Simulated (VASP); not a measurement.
# Mg2C (I4/mmm) in VASP: settings compared

Aim: see how the results for Mg2C move with the level of theory and the settings. Levels: PBE, r2SCAN, HSE06. Tasks: single point.

All numbers are computed with VASP 6.6.1; they aren't measurements. Logs are shortened: lines on timing, memory, paths and dates and some standing lists are left out, and cuts for length are marked.

### Step 1. The cell of the first run

It takes space group I4/mmm (No. 139, tetragonal). The conventional cell has a = 3.813 Å, b = 3.813 Å, c = 5.422 Å, α = 90.00°, β = 90.00°, γ = 90.00°. Within 3.1 Å of C (site symmetry 4/mmm) lie 8 Mg at 2.34 Å. Mg (site symmetry -4m2) has 4 C at 2.34 Å and 6 Mg at 2.70 to 2.71 Å within 3.1 Å.

### Step 2. Single point, PBE (epitaxial xy strain -0.6%)

INCAR reads:

```
PREC = Accurate
ENCUT = 520
EDIFF = 1E-7
ISMEAR = -1
SIGMA = 0.02
LREAL = False
LASPH = True
NELM = 80
ALGO = Normal
ISIF = 2
LWAVE = False
LCHARG = False
GGA = PE
NBANDS = 11
```

KPOINTS reads:

```
Automatic mesh
0
Gamma
  8 8 8
```

POSCAR reads:

```
Mg2C
1.0
    0.0000000000      2.6960324244      2.7109450228
    2.6960324244      0.0000000000      2.7109450228
    2.6960324244      2.6960324244      0.0000000000
C Mg
1 2
Direct
    0.0000000000      0.0000000000      0.0000000000
    0.2500000000      0.2500000000      0.2500000000
    0.7500000000      0.7500000000      0.7500000000
```

Potentials or basis: VASP PAW PBE potentials, release 64 (C, Mg).

Command:

```bash
$ cat potpaw_PBE.64/C/POTCAR potpaw_PBE.64/Mg/POTCAR > POTCAR
$ mpirun -np 1 vasp_std > vasp.out
```

OUTCAR:

```text
PREC = Accurate
   ENCUT = 520
   EDIFF = 1E-7
   ISMEAR = -1
   LREAL = False
   LASPH = True
   NELM = 80
   ISIF = 2
   GGA = PE

 ion  position               nearest neighbor table
   1  0.000  0.000  0.000-   3 2.34   3 2.34   3 2.34   2 2.34   3 2.34   2 2.34   2 2.34   2 2.34

   2  0.250  0.250  0.250-   1 2.34   1 2.34   1 2.34   1 2.34   3 2.70   3 2.70   3 2.70   3 2.70
                             3 2.71   3 2.71
   3  0.750  0.750  0.750-   1 2.34   1 2.34   1 2.34   1 2.34   2 2.70   2 2.70   2 2.70   2 2.70
                             2 2.71   2 2.71

  LATTYP: Found a body centered tetragonal cell.
 ALAT       =     3.8127656192
 C/A-ratio  =     1.4220360198

  Lattice vectors:

 A1 = (  -2.6960324244,   0.0000000000,   2.7109450228)
 A2 = (   2.6960324244,   0.0000000000,   2.7109450228)
 A3 = (   0.0000000000,   2.6960324244,  -2.7109450228)

Analysis of symmetry for initial positions (statically):
=====================================================================
 Subroutine PRICEL returns:
 Original cell was already a primitive cell.

 Routine SETGRP: Setting up the symmetry group for a
 body centered tetragonal supercell.

 Subroutine GETGRP returns: Found 16 space group operations
 (whereof 16 operations were pure point group operations)
 out of a pool of 16 trial point group operations.

The static configuration has the point symmetry D_4h.

Analysis of symmetry for dynamics (positions and initial velocities):
=====================================================================
 Subroutine PRICEL returns:
 Original cell was already a primitive cell.

 Routine SETGRP: Setting up the symmetry group for a
 body centered tetragonal supercell.

 Subroutine GETGRP returns: Found 16 space group operations
 (whereof 16 operations were pure point group operations)
 out of a pool of 16 trial point group operations.

The dynamic configuration has the point symmetry D_4h.

 Subroutine INISYM returns: Found 16 space group operations
 (whereof 16 operations are pure point group operations),
 and found     1 'primitive' translations

----------------------------------------------------------------------------------------

                                     Primitive cell

  volume of cell :      39.4095

  direct lattice vectors                    reciprocal lattice vectors
     0.000000000  2.696032424  2.710945023    -0.185457710  0.185457710  0.184437529
     2.696032424  0.000000000  2.710945023     0.185457710 -0.185457710  0.184437529
[... 96 lines left out ...]
   TEBEG  =    0.0;   TEEND  =   0.0 temperature during run
   PSTRESS=    0.0 pullay stress
   NELECT =       8.0000    total number of electrons
   NUPDOWN=      -1.0000    fix difference up-down
   EMIN   =  10.00;   EMAX   =-10.00  energy-range for DOS
   EFERMI =   0.00;   METHOD = LEGACY
   ISMEAR =    -1;   SIGMA  =   0.02  broadening in eV -4-tet -1-fermi 0-gaus
   EFERMI_NEDOS =   21; number of points for ismear=-14 and -15
   IALGO  =     38    algorithm
   IMIX   =      4    mixing-type and parameters
     AMIX     =   0.40;   BMIX     =  1.00
     AMIX_MAG =   1.60;   BMIX_MAG =  1.00
  volume/ion in A,a.u.               =      13.14        88.65
  Fermi-wavevector in a.u.,A,eV,Ry     =   0.962139  1.818179 12.595071  0.925712
  Thomas-Fermi vector in A             =   2.091572
   LORBIT       =      0    0 simple, 1 ext, 2 COOP (PROOUT), +10 PAW based schemes
   GGA     = PE    functional components
   LHFCALC =     F    Hartree Fock is set to
   AEXX    =    0.0000 exact exchange contribution
   IVDW    =     0    specifies the selected vdW correction
   LEPSILON=     F    determine dielectric tensor
   LRPA    =     F    only Hartree local field effects (RPA)
 non-spin polarized calculation
  energy-cutoff  :      520.00
  volume of cell :       39.41
 maximum number of plane-waves:      1072
   NGX = 15   NGY = 15   NGZ = 15

 number of electron       8.0000000 magnetization

 Free energy of the ion-electron system (eV)
  ---------------------------------------------------
  ext. energy  EPLUGINS =         0.00000000
  ---------------------------------------------------
  free energy    TOTEN  =       -11.47401939 eV

  energy without entropy =      -11.47401939  energy(sigma->0) =      -11.47401939

 E-fermi :   4.1927     XC(G=0):  -9.9822

 val. band max:        3.8283198241   @ k =   0.0000   0.0000   0.0000
 cond. band min:       4.5512792312   @ k =   0.5000   0.0000   0.5000
 fundamental gap:      0.7229594071
 Fermi energy:         4.1926534576

 k-point     1 :       0.0000    0.0000    0.0000
  band No.  band energies     occupation
      1      -6.9209      2.00000
      2       3.8045      2.00000
      3       3.8283      2.00000
      4       3.8283      2.00000
      5       5.3867      0.00000
      6      10.4900      0.00000
      7      10.4900      0.00000
      8      10.5316      0.00000
      9      13.4919      0.00000
     10      13.5923      0.00000
     11      14.4503      0.00000
[... 309 lines left out ...]
 k-point    24 :       0.3750    0.0000    0.1250
  band No.  band energies     occupation
      1      -5.7685      2.00000
      2       0.1386      2.00000
      3       3.0517      2.00000
      4       3.1439      2.00000
      5       7.4724      0.00000
      6       9.0705      0.00000
      7      10.3708      0.00000
      8      10.5207      0.00000
      9      12.7081      0.00000
     10      14.8805      0.00000
     11      15.3136      0.00000

 [... further k-points ...]

------------------------ aborting loop because EDIFF is reached ----------------------------------------

  FORCE on cell =-STRESS in cart. coord.  units (eV):
  Direction    XX          YY          ZZ          XY          YZ          ZX
  --------------------------------------------------------------------------------------
  -------------------------------------------------------------------------------------
  Total        0.8545652      0.8545652      0.4580224      0.0000000      0.0000000      0.0000000
  in kB       34.7420054     34.7420054     18.6207157      0.0000000      0.0000000      0.0000000
  external PRESSURE =      29.3682421 kB  Pullay stress =       0.0000000 kB

 VOLUME and BASIS-vectors are now :
 -----------------------------------------------------------------------------
  energy-cutoff  :      520.00
  volume of cell :       39.41
      direct lattice vectors                 reciprocal lattice vectors
     0.000000000  2.696032424  2.710945023    -0.185457710  0.185457710  0.184437529
     2.696032424  0.000000000  2.710945023     0.185457710 -0.185457710  0.184437529
     2.696032424  2.696032424  0.000000000     0.185457710  0.185457710 -0.184437529

 POSITION                                       TOTAL-FORCE (eV/Angst)
 -----------------------------------------------------------------------------------
      0.00000      0.00000      0.00000         0.000000     -0.000000     -0.000000
      1.34802      1.34802      1.35547        -0.000000     -0.000000     -0.000000
      4.04405      4.04405      4.06642         0.000000      0.000000      0.000000
 -----------------------------------------------------------------------------------
    total drift:                               -0.000000     -0.000000      0.000000

  FREE ENERGIE OF THE ION-ELECTRON SYSTEM (eV)
  ---------------------------------------------------
  free  energy   TOTEN  =       -11.4740193868 eV

  energy  without entropy=      -11.4740193867  energy(sigma->0) =      -11.47401939
```

stdout:

```text
POSCAR found type information on POSCAR C Mg
 POSCAR found :  2 types and       3 ions
 scaLAPACK will be used
 LDA part: xc-table for (Slater+PW92), standard interpolation
 POSCAR, INCAR and KPOINTS ok, starting setup
 FFT: planning ... GRIDC
 FFT: planning ... GRID_SOFT
 FFT: planning ... GRID
 WAVECAR not read
 entering main loop
```

Wall time 35 s (1 thread of Intel Xeon Platinum 8259CL at 2.50GHz (Skylake/Cascade Lake), shared host); peak memory 0.17 GiB.

What came out:

```yaml
Free_energy: -11.4740 eV
Pressure: 2.9 GPa
Band_gap_on_the_k_mesh: 0.72 eV (least direct gap 1.56 eV)
```

Stress tensor (GPa, compression positive):
```
3.47 0.00 0.00
0.00 3.47 0.00
0.00 0.00 1.86
```

Caveat: the cell differs from its parent crystal (epitaxial xy strain -0.6%); the structure was generated, so it needn't be the stable form of Mg2C; semilocal functionals underestimate gaps, and a narrow one can read as zero.

### Step 3. Single point, r2SCAN (epitaxial xy strain -0.6%)

POSCAR is that of step 2.

INCAR.step1 reads:

```
SYSTEM = Mg2C
  PREC = Accurate
  ENCUT = 520
  ISMEAR = 0
  SIGMA = 0.01
  LREAL = .FALSE.
  LASPH = .TRUE.
  NELM = 60
  NBANDS = 11
  GGA = PE
  ALGO = Normal
  EDIFF = 1E-4
  LWAVE = .TRUE.
  LCHARG = .FALSE.
```

INCAR.step2 reads:

```
SYSTEM = Mg2C
  PREC = Accurate
  ENCUT = 520
  EDIFF = 1E-7
  ISMEAR = 0
  SIGMA = 0.01
  LREAL = .FALSE.
  LASPH = .TRUE.
  NELM = 60
  ALGO = Normal
  ISIF = 2
  LWAVE = .FALSE.
  LCHARG = .FALSE.
  METAGGA = R2SCAN
  LMIXTAU = .TRUE.
  NBANDS = 11
  ISTART = 1
```

KPOINTS reads:

```
regular mesh
0
G
  8 8 8
  0 0 0
```

Potentials or basis: VASP PAW PBE potentials, release 64 (C, Mg).

Command:

```bash
$ cat potpaw_PBE.64/C/POTCAR potpaw_PBE.64/Mg/POTCAR > POTCAR
$ cp INCAR.step1 INCAR
$ mpirun -np 1 vasp_std > vasp.out
$ cp INCAR.step2 INCAR
$ mpirun -np 1 vasp_std > vasp.out
```

OUTCAR:

```text
SYSTEM = Mg2C
   PREC = Accurate
   ENCUT = 520
   EDIFF = 1E-7
   ISMEAR = 0
   LREAL = .FALSE.
   LASPH = .TRUE.
   NELM = 60
   ISIF = 2
   METAGGA = R2SCAN
   ISTART = 1

 ion  position               nearest neighbor table
   1  0.000  0.000  0.000-   3 2.34   3 2.34   3 2.34   2 2.34   3 2.34   2 2.34   2 2.34   2 2.34

   2  0.250  0.250  0.250-   1 2.34   1 2.34   1 2.34   1 2.34   3 2.70   3 2.70   3 2.70   3 2.70
                             3 2.71   3 2.71
   3  0.750  0.750  0.750-   1 2.34   1 2.34   1 2.34   1 2.34   2 2.70   2 2.70   2 2.70   2 2.70
[... 535 lines left out ...]
  FORCE on cell =-STRESS in cart. coord.  units (eV):
  Direction    XX          YY          ZZ          XY          YZ          ZX
  --------------------------------------------------------------------------------------
  -------------------------------------------------------------------------------------
  Total        0.3166224      0.3166224     -0.1035708      0.0000000      0.0000000      0.0000000
  in kB       12.8721543     12.8721543     -4.2106272      0.0000000      0.0000000      0.0000000
  external PRESSURE =       7.1778938 kB  Pullay stress =       0.0000000 kB

 VOLUME and BASIS-vectors are now :
 -----------------------------------------------------------------------------
  energy-cutoff  :      520.00
  volume of cell :       39.41
      direct lattice vectors                 reciprocal lattice vectors
     0.000000000  2.696032424  2.710945023    -0.185457710  0.185457710  0.184437529
     2.696032424  0.000000000  2.710945023     0.185457710 -0.185457710  0.184437529
     2.696032424  2.696032424  0.000000000     0.185457710  0.185457710 -0.184437529

 POSITION                                       TOTAL-FORCE (eV/Angst)
 -----------------------------------------------------------------------------------
      0.00000      0.00000      0.00000        -0.000000      0.000000     -0.000000
      1.34802      1.34802      1.35547         0.000000      0.000000     -0.000000
      4.04405      4.04405      4.06642        -0.000000     -0.000000      0.000000
 -----------------------------------------------------------------------------------
    total drift:                               -0.000000     -0.000000      0.000000

  FREE ENERGIE OF THE ION-ELECTRON SYSTEM (eV)
  ---------------------------------------------------
  free  energy   TOTEN  =       -17.8062797161 eV

  energy  without entropy=      -17.8062797161  energy(sigma->0) =      -17.80627972
```

It took 2.1 min on 1 thread of Intel Xeon Platinum 8259CL at 2.50GHz (Skylake/Cascade Lake), shared host; peak memory 0.18 GiB.

What came out:

- Free energy: -17.8063 eV
- Pressure: 0.7 GPa
- Band gap on the k mesh: 1.10 eV (least direct gap 2.02 eV)

Levels at points of the mesh, in eV from the valence-band top:
| k point | band 1 | band 2 | band 3 | band 4 | band 5 | band 6 | band 7 | band 8 | band 9 |
| --- | --- | --- | --- | --- | --- | --- | --- | --- | --- |
| (0.00, 0.00, 0.00) | -11.34 | -0.02 | 0.00 | 0.00 | 2.02 | 7.26 | 7.26 | 7.30 | 10.22 |
| (0.50, 0.00, 0.00) | -9.80 | -4.85 | -0.46 | -0.42 | 4.10 | 6.12 | 6.18 | 6.67 | 12.53 |
| (0.50, 0.50, 0.00) | -9.33 | -4.15 | -1.56 | -1.56 | 1.12 | 4.87 | 10.01 | 10.34 | 10.34 |
| (0.50, 0.00, 0.50) | -9.31 | -4.10 | -1.61 | -1.59 | 1.10 | 4.80 | 10.09 | 10.25 | 10.39 |

Caveat: the cell differs from its parent crystal (epitaxial xy strain -0.6%); the structure was generated, so it needn't be the stable form of Mg2C; the PAW data sets were made with another functional, which shifts forces and pressure a little.

### Step 4. Single point, r2SCAN (uniaxial z strain +0.5%)

POSCAR reads:

```
Mg2C
1.0
    0.0000000000      2.7109426088      2.7247684161
    2.7109426088      0.0000000000      2.7247684161
    2.7109426088      2.7109426088      0.0000000000
C Mg
1 2
Direct
    0.0000000000      0.0000000000      0.0000000000
    0.2500000000      0.2500000000      0.2500000000
    0.7500000000      0.7500000000      0.7500000000
```

INCAR.step1 is that of step 3.

INCAR.step2: that of step 3 with these lines changed.

```diff
@@ -3,3 +3,3 @@
   ENCUT = 520
-  EDIFF = 1E-7
+  EDIFF = 1E-6
   ISMEAR = 0
```

KPOINTS is that of step 3.

Potentials or basis: VASP PAW PBE potentials, release 64 (C, Mg).

Command:

```bash
$ cat potpaw_PBE.64/C/POTCAR potpaw_PBE.64/Mg/POTCAR > POTCAR
$ cp INCAR.step1 INCAR
$ mpirun -np 1 vasp_std > vasp.out
$ cp INCAR.step2 INCAR
$ mpirun -np 1 vasp_std > vasp.out
```

OUTCAR:

```text
SYSTEM = Mg2C
   PREC = Accurate
   ENCUT = 520
   EDIFF = 1E-6
   ISMEAR = 0
   LREAL = .FALSE.
   LASPH = .TRUE.
   NELM = 60
   ISIF = 2
   METAGGA = R2SCAN
   ISTART = 1

 ion  position               nearest neighbor table
   1  0.000  0.000  0.000-   3 2.35   3 2.35   3 2.35   2 2.35   3 2.35   2 2.35   2 2.35   2 2.35

   2  0.250  0.250  0.250-   1 2.35   1 2.35   1 2.35   1 2.35   3 2.71   3 2.71   3 2.71   3 2.71
                             3 2.72   3 2.72
   3  0.750  0.750  0.750-   1 2.35   1 2.35   1 2.35   1 2.35   2 2.71   2 2.71   2 2.71   2 2.71
                             2 2.72   2 2.72

  LATTYP: Found a body centered tetragonal cell.
 ALAT       =     3.8338518042
 C/A-ratio  =     1.4214260515

  Lattice vectors:

 A1 = (  -2.7109426088,   0.0000000000,   2.7247684161)
 A2 = (   2.7109426088,   0.0000000000,   2.7247684161)
 A3 = (   0.0000000000,   2.7109426088,  -2.7247684161)

Analysis of symmetry for initial positions (statically):
=====================================================================
 Subroutine PRICEL returns:
 Original cell was already a primitive cell.
[... 185 lines left out ...]
      4       3.6254      2.00000
      5       5.5376      0.00000
      6      10.7775      0.00000
      7      10.7775      0.00000
      8      10.8179      0.00000
      9      13.7724      0.00000
     10      13.8687      0.00000
     11      15.0068      0.00000
[... 309 lines left out ...]
 k-point    24 :       0.3750   -0.0000    0.1250
  band No.  band energies     occupation
      1      -6.5256      2.00000
      2      -0.0998      2.00000
      3       2.8470      2.00000
      4       2.9254      2.00000
      5       7.7091      0.00000
      6       9.3580      0.00000
      7      10.7333      0.00000
      8      10.8093      0.00000
      9      13.1378      0.00000
     10      15.3675      0.00000
     11      15.9179      0.00000

 [... further k-points ...]

------------------------ aborting loop because EDIFF is reached ----------------------------------------

  FORCE on cell =-STRESS in cart. coord.  units (eV):
  Direction    XX          YY          ZZ          XY          YZ          ZX
  --------------------------------------------------------------------------------------
  -------------------------------------------------------------------------------------
  Total       -0.0955993     -0.0955993     -0.4805330      0.0000000     -0.0000000      0.0000000
  in kB       -3.8244142     -3.8244142    -19.2235505      0.0000000     -0.0000000      0.0000000
  external PRESSURE =      -8.9574596 kB  Pullay stress =       0.0000000 kB

 VOLUME and BASIS-vectors are now :
 -----------------------------------------------------------------------------
  energy-cutoff  :      520.00
  volume of cell :       40.05
      direct lattice vectors                 reciprocal lattice vectors
     0.000000000  2.710942609  2.724768416    -0.184437693  0.184437693  0.183501833
     2.710942609  0.000000000  2.724768416     0.184437693 -0.184437693  0.183501833
     2.710942609  2.710942609  0.000000000     0.184437693  0.184437693 -0.183501833

 POSITION                                       TOTAL-FORCE (eV/Angst)
 -----------------------------------------------------------------------------------
      0.00000      0.00000      0.00000        -0.000000      0.000000      0.000000
      1.35547      1.35547      1.36238         0.000000     -0.000000      0.000000
      4.06641      4.06641      4.08715        -0.000000     -0.000000     -0.000000
 -----------------------------------------------------------------------------------
    total drift:                                0.000000     -0.000000     -0.000000

  FREE ENERGIE OF THE ION-ELECTRON SYSTEM (eV)
  ---------------------------------------------------
  free  energy   TOTEN  =       -17.8062661194 eV

  energy  without entropy=      -17.8062661194  energy(sigma->0) =      -17.80626612
```

OSZICAR.step1:

```text
N       E                     dE             d eps       ncg     rms          rms(c)
DAV:   1     0.855342405128E+01    0.85534E+01   -0.31926E+03  1298   0.595E+02
DAV:   2    -0.122272549832E+02   -0.20781E+02   -0.19230E+02  1679   0.842E+01
DAV:   3    -0.138167712569E+02   -0.15895E+01   -0.15844E+01  1556   0.216E+01
DAV:   4    -0.138284309181E+02   -0.11660E-01   -0.11659E-01  1480   0.229E+00
DAV:   5    -0.138284988489E+02   -0.67931E-04   -0.67930E-04  1565   0.174E-01    0.702E+00
DAV:   6    -0.115202968777E+02    0.23082E+01   -0.14445E+01  1502   0.139E+01    0.214E+00
DAV:   7    -0.115040344068E+02    0.16262E-01   -0.18144E-01  1409   0.264E+00    0.144E+00
DAV:   8    -0.114866079346E+02    0.17426E-01   -0.61340E-02  1358   0.188E+00    0.663E-01
DAV:   9    -0.114835034759E+02    0.31045E-02   -0.41050E-03  1469   0.332E-01    0.384E-01
DAV:  10    -0.114826532625E+02    0.85021E-03   -0.34612E-03  1403   0.283E-01    0.121E-02
DAV:  11    -0.114826598679E+02   -0.66054E-05   -0.28497E-05   787   0.360E-02
   1 F= -.11482660E+02 E0= -.11482660E+02  d E =-.243636E-41
```

It took 2.2 min on 1 thread of Intel Xeon Platinum 8259CL at 2.50GHz (Skylake/Cascade Lake), shared host; peak memory 0.18 GiB.

What came out:

| Quantity | Value |
| --- | --- |
| Free energy | -17.8063 eV |
| Pressure | -0.9 GPa |
| Band gap on the k mesh | 1.10 eV (least direct gap 1.91 eV) |

Stress tensor (GPa, compression positive):
```
-0.38  0.00  0.00
 0.00 -0.38  0.00
 0.00  0.00 -1.92
```

Caveat: the cell differs from its parent crystal (uniaxial z strain +0.5%); the structure was generated, so it needn't be the stable form of Mg2C; the PAW data sets were made with another functional, which shifts forces and pressure a little.

(Part 1 of 2 ends here.)
